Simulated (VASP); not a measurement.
Runs of VASP 6.6.1 on Al. The structure is that of space group P6/mmm (No. 191), or close to it. The cells are those of the table. 

```tsv
task	cell	k mesh	cutoff (eV)	gap on the mesh (eV)	pressure (GPa)	relaxed volume (Å³/atom)
relaxation of cell and atoms	relaxed from a = 2.745, b = 2.745, c = 2.565 Å, angles 90.0, 90.0, 120.0°, 1 atom	9 × 9 × 6	600	none	0.1	18.38
single point	a = 2.761, b = 2.761, c = 2.776 Å, angles 90.0, 90.0, 120.0°, 1 atom	9 × 9 × 6	520	none	-0.2	-
single point	a = 2.753, b = 2.753, c = 2.800 Å, angles 90.0, 90.0, 120.0°, 1 atom	24 × 24 × 20	520	none	-0.2	-
relaxation of cell and atoms	relaxed from a = 2.761, b = 2.761, c = 2.776 Å, angles 90.0, 90.0, 120.0°, 1 atom	24 × 24 × 20	600	none	0.0	18.33
single point	a = 2.745, b = 2.745, c = 2.565 Å, angles 90.0, 90.0, 120.0°, 1 atom	9 × 9 × 8	520	none	(a)	-
```

Alike in all rows: level r2SCAN; potentials or basis VASP PAW PBE potentials, release 64 (Al); no spin polarisation; smearing gaussian 0.1 eV.

Fill in the values left out.

(a) 7.9.

Caveats: some runs use coarse meshes; the PAW data sets were made with another functional, which shifts forces and pressure a little.

A gap of «none» marks levels without a gap at the run's occupations.
